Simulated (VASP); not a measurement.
Set up this calculation in VASP 6.6.1, as the native input.

| Item | Value |
| --- | --- |
| Task | single point |
| Functional | PBE |
| Potentials or basis | VASP PAW PBE potentials, release 64 (Mg, H) |
| Cutoff | 520 eV |
| k mesh | 4 × 4 × 6 |
| Occupations | gaussian, width 0.01 eV |
| Spin | no spin polarisation |
| Dipole correction | no |
| Further INCAR settings | ALGO = Normal; EDIFF = 1e-07; NBANDS = 13 |

The structure of MgH2 lies in POSCAR:

```
MgH2
1.0
    4.4848772627      0.0000000000      0.0000000000
    0.0000000000      4.4848772627      0.0000000000
    0.0000000000      0.0000000000      2.9964754819
Mg H
2 4
Direct
    0.0000000000      0.0000000000      0.0000000000
    0.5000000000      0.5000000000      0.5000000000
    0.3046815063      0.3046815063      0.0000000000
    0.1953184937      0.8046815063      0.5000000000
    0.8046815063      0.1953184937      0.5000000000
    0.6953184937      0.6953184937      0.0000000000
```

One way to write it, as run:

INCAR

```
  ALGO = Normal
  EDIFF = 1E-7
  ENCUT = 520
  GGA = PE
  ISIF = 2
  ISMEAR = 0
  LASPH = True
  LCHARG = False
  LREAL = False
  LWAVE = False
  NBANDS = 13
  NELM = 100
  PREC = Accurate
  SIGMA = 0.01
```

KPOINTS

```
k-points
0
Gamma
  4 4 6
```

Potentials or basis: VASP PAW PBE potentials, release 64 (Mg, H).

Command:

```console
$ cat potpaw_PBE.64/Mg/POTCAR potpaw_PBE.64/H/POTCAR > POTCAR
$ mpirun -np 1 vasp_std > vasp.out
```

It gave:

- Pressure: 0.8 GPa
- Largest force: 0.016 eV/Å
- Band gap on the k mesh: 3.94 eV, indirect (least direct gap 4.76 eV)

Wall time 29 s on 1 thread of AMD EPYC 7R13 Processor (Zen 3), with other jobs on the host, peak memory 0.15 GiB.
